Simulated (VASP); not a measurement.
The system is Te2As3.

```
Te As
1.0
     4.09828    0.00000    0.00000
     0.00000    4.09828    0.00000
     0.00000    0.00000    8.89539
Te As
2 3
Direct
  0.00000 0.00000 0.62236
  0.50000 0.50000 0.52431
  0.50000 0.00000 0.98032
  0.00000 0.50000 0.98032
  0.00000 0.00000 0.16270
```

| Item | Value |
| --- | --- |
| Program | VASP 6.6.1 |
| Task | relaxation of cell and atoms |
| Functional | PBE |
| Potentials or basis | VASP PAW PBE potentials, release 64 (Te, As) |
| Cutoff | 600 eV |
| k mesh | 10 × 10 × 4 |
| Occupations | gaussian, width 0.1 eV |
| Spin | no spin polarisation |

At the start: pressure 0.2 GPa; volume 29.88 Å³/atom.

Question: Where does the relaxation end?

Answer: Over 16 steps the energy falls by 2.8 meV/atom and the volume is 28.56 Å³/atom (-4.4 %); space group P4mm (No. 99, to 0.05 Å).

Step by step:
| step | energy change (eV) | largest force (eV/Å) | pressure (GPa) | volume (Å³) |
| --- | --- | --- | --- | --- |
| 1 | 0.0000 | 0.1692 | 0.18 | 149.41 |
| 2 | -0.0021 | 0.0849 | -0.23 | 150.12 |
| 3 | -0.0021 | 0.0849 | -0.24 | 150.14 |
| 4 | -0.0038 | 0.0438 | -0.15 | 149.54 |
| 5 | -0.0051 | 0.0500 | -0.01 | 148.58 |
| 6 | -0.0063 | 0.0605 | -0.02 | 148.22 |
| 7 | -0.0075 | 0.1193 | -0.05 | 147.10 |
| 8 | -0.0081 | 0.1135 | -0.07 | 146.81 |
| 9 | -0.0096 | 0.0993 | -0.11 | 145.93 |
| 10 | -0.0111 | 0.0807 | -0.18 | 144.15 |
| 11 | -0.0129 | 0.0688 | 0.04 | 143.18 |
| 12 | -0.0131 | 0.0644 | 0.14 | 142.75 |
| 13 | -0.0136 | 0.0426 | -0.03 | 142.96 |
| 14 | -0.0136 | 0.0439 | -0.03 | 142.96 |
| 15 | -0.0138 | 0.0255 | -0.02 | 142.89 |
| 16 | -0.0139 | 0.0030 | 0.01 | 142.79 |

Final structure:
```yaml
crystal:
  lattice:
    - [4.12992, 0.00000, 0.00000]
    - [0.00000, 4.12992, 0.00000]
    - [0.00000, 0.00000, 8.37194]
  atoms:
    - { symbol: Te, position: [0.00000, 0.00000, 0.62703] }
    - { symbol: Te, position: [0.50000, 0.50000, 0.52610] }
    - { symbol: As, position: [0.50000, 0.00000, 0.97428] }
    - { symbol: As, position: [0.00000, 0.50000, 0.97428] }
    - { symbol: As, position: [0.00000, 0.00000, 0.16832] }
```

Caveat: this functional lacks dispersion, which binds the layers, so the pressure and a relaxed spacing across them are unreliable.
